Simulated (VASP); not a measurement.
Wanted: the native input for a VASP 6.6.1 run.

```yaml
Task: single point
Functional: PBE
Potentials_or_basis: VASP PAW PBE potentials, release 64 (Si, P)
Cutoff: 500 eV
k_mesh: 3 × 3 × 3
Occupations: gaussian, width 0.2 eV
Spin: no spin polarisation
Dipole_correction: no
Further_INCAR_settings: ALGO = Normal; EDIFF = 1e-06; NBANDS = 30
```

The structure of SiP7 lies in POSCAR:

```
SiP7
1.0
    6.6589329788     -0.0000000032      0.0000000000
   -3.3294664866      5.7668051233      0.0000000000
    0.0000000000      0.0000000000      4.7671994815
Si P
1 7
Direct
    0.0000000000      0.0000000000      0.0000000000
    0.7837344935      0.2162655065      0.5000000000
    0.7837344935      0.5674689870      0.5000000000
    0.4325310130      0.2162655065      0.5000000000
    0.2162655065      0.7837344935      0.5000000000
    0.2162655065      0.4325310130      0.5000000000
    0.5674689870      0.7837344935      0.5000000000
    0.0000000000      0.0000000000      0.5000000000
```

The input as run:

INCAR

```
SYSTEM = SiP7
PREC = Accurate
ENCUT = 500
EDIFF = 1E-6
ISMEAR = 0
SIGMA = 0.2
LREAL = .FALSE.
LASPH = .TRUE.
NELM = 120
ALGO = Normal
ISIF = 2
LWAVE = .FALSE.
LCHARG = .TRUE.
GGA = PE
LELF = .TRUE.
LVHAR = .TRUE.
NBANDS = 30
GGA_COMPAT = .FALSE.
```

KPOINTS

```
regular mesh
0
G
  3 3 3
  0 0 0
```

Potentials or basis: VASP PAW PBE potentials, release 64 (Si, P).

The run is started by

```bash
$ cat potpaw_PBE.64/Si/POTCAR potpaw_PBE.64/P/POTCAR > POTCAR
$ mpirun -np 1 vasp_std > vasp.out
```

It gave:

| Quantity | Value |
| --- | --- |
| Pressure | 0.1 GPa |
| Largest force | 0.019 eV/Å |

Caveat: the k points lie up to 0.44 Å⁻¹ apart.

Wall time 40 s on 1 thread of Intel(R) Xeon(R) Platinum 8488C (Sapphire Rapids), with other jobs on the host, peak memory 0.27 GiB.
